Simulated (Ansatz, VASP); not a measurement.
## Two plane-wave programs on TaN

Contents of INCAR:

```
SYSTEM = TaN
  PREC = Accurate
  ENCUT = 700
  EDIFF = 1E-6
  ISMEAR = 0
  SIGMA = 0.15
  LREAL = .FALSE.
  LASPH = .TRUE.
  NELM = 120
  ALGO = Normal
  ISIF = 2
  LWAVE = .FALSE.
  LCHARG = .FALSE.
  NBANDS = 16
  GGA_COMPAT = .FALSE.
```

File KPOINTS:

```
Automatic mesh
0
G
  18 18 18
  0 0 0
```

File POSCAR:

```
TaN
1.0
    0.0000000000      2.1194897592      2.1194897592
    2.1194897592      0.0000000000      2.1194897592
    2.1194897592      2.1194897592      0.0000000000
Ta N
1 1
Direct
    0.4967417379      0.5032582621      0.5032582621
    0.0420914985     -0.0420914985     -0.0420914985
```

Input for Ansatz:

```yaml
crystal:
  lattice:
    - [0.0, 2.1194897592, 2.1194897592]
    - [2.1194897592, 0.0, 2.1194897592]
    - [2.1194897592, 2.1194897592, 0.0]
  atoms:
    - { symbol: Ta, position: [0.4967417379, 0.5032582621, 0.5032582621] }
    - { symbol: "N", position: [0.0420914985, -0.0420914985, -0.0420914985] }
basis:
  ecutwfc: 520.0
kpoints:
  mp_grid: { grid: [18, 18, 18] }
hamiltonian:
  xc: lda
  pseudopotentials: { kind: paw, azcp: { folder: soft_1 } }
scf:
  occupations: { method: gaussian, width: 0.15 }
output:
  forces: true
  stress: true
  eigenvalues: true
```

Change from the starting cell: mode 4 frozen in at -0.183 Å, equal normal strain along x, y and z -0.0250.

Alike in both runs: task single point; functional LDA; k mesh 18 × 18 × 18; occupations gaussian, width 0.15 eV; no spin polarisation.

|  | VASP | Ansatz |
| --- | --- | --- |
| version | VASP 6.6.1 | Ansatz 0.2.0 |
| potentials or method | VASP PAW LDA potentials, release 64 (Ta_sv_GW, N), cutoff 700 eV | scalar-relativistic, plane waves, PAW |
| valence electrons in the cell | 18 | 18 |

Ansatz gave:

```
gap on the k mesh at the Fermi level (eV)                     : none
pressure (GPa)                                                : 42.6
traceless stress, the component that is largest in VASP (GPa) : 19.01
rms of the force components (eV/Å)                            : 1.808
```

Problem. Which values does VASP return?

Solution. gap on the k mesh at the Fermi level (eV): none; pressure (GPa): 44.6; traceless stress, the component that is largest in VASP (GPa): 19.36; rms of the force components (eV/Å): 1.838.

Ansatz warns that its potentials were made for another functional, while VASP's fit it. LDA's correlation is that of Perdew and Zunger in VASP and of Perdew and Wang (1992) in Ansatz. Atom by atom the forces differ by 0.031 eV/Å (rms over components). A gap of «none» marks a metal or a gap that the smearing closes. Both programs put the cell under a high pressure, so it lies far from rest at this level.

Spin-orbit coupling is off throughout.
